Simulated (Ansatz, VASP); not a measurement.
Pt: VASP beside Ansatz

```
Pt
1.0
    -1.56042    1.56042    1.56042
     1.56042   -1.56042    1.56042
     1.56042    1.56042   -1.56042
Pt
1
Direct
  0.00000 0.00000 0.00000
```

Alike in both runs: task single point; functional PBEsol; k mesh 18 × 18 × 18; occupations gaussian, width 0.1 eV; no spin polarisation.

```csv
,VASP,Ansatz
version,VASP 6.6.1,Ansatz 0.2.0
potentials or method,"VASP PAW PBE potentials, release 64 (Pt), cutoff 500 eV","scalar-relativistic, all-electron LAPW"
```

Ansatz gave:

| Quantity | Value |
| --- | --- |
| gap on the k mesh at the Fermi level (eV) | none |
| pressure (GPa) | 0.0 |

Problem. What did VASP give for the same quantities?

Solution. gap on the k mesh at the Fermi level (eV): none; pressure (GPa): -0.4.

VASP's potentials were made for PBE, not for PBEsol. A gap of «none» marks a metal or a gap that the smearing closes. Ansatz ran all-electron here, and VASP with PAW potentials.

Spin-orbit coupling is off throughout.
